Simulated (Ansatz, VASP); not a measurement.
# Si: VASP beside Ansatz

```xyz
2
Lattice="0.0000 2.7115 2.7115 2.7115 0.0000 2.7115 2.7115 2.7115 0.0000" Properties=species:S:1:pos:R:3 pbc="T T T"
Si    4.0672    4.0672    4.0672
Si    2.7115    2.7115    2.7115
```

Alike in both runs: functional PBE; dispersion D3(BJ); k mesh 6 × 6 × 6; occupations fermi-dirac, width 0.02 eV; no spin polarisation.

Ansatz relaxed the structure, and its values are those at the end. VASP's run is a single point on that final structure, the one shown.

|  | VASP | Ansatz |
| --- | --- | --- |
| version | VASP 6.6.1 | Ansatz 0.2.0 |
| potentials or method | VASP PAW PBE potentials, release 64 (Si), cutoff 520 eV | plane waves, PAW |
| valence electrons in the cell | 8 | 8 |

|  | VASP | Ansatz | Ansatz less VASP |
| --- | --- | --- | --- |
| pressure (GPa) | -0.1 | 0.0 | +0.08 |
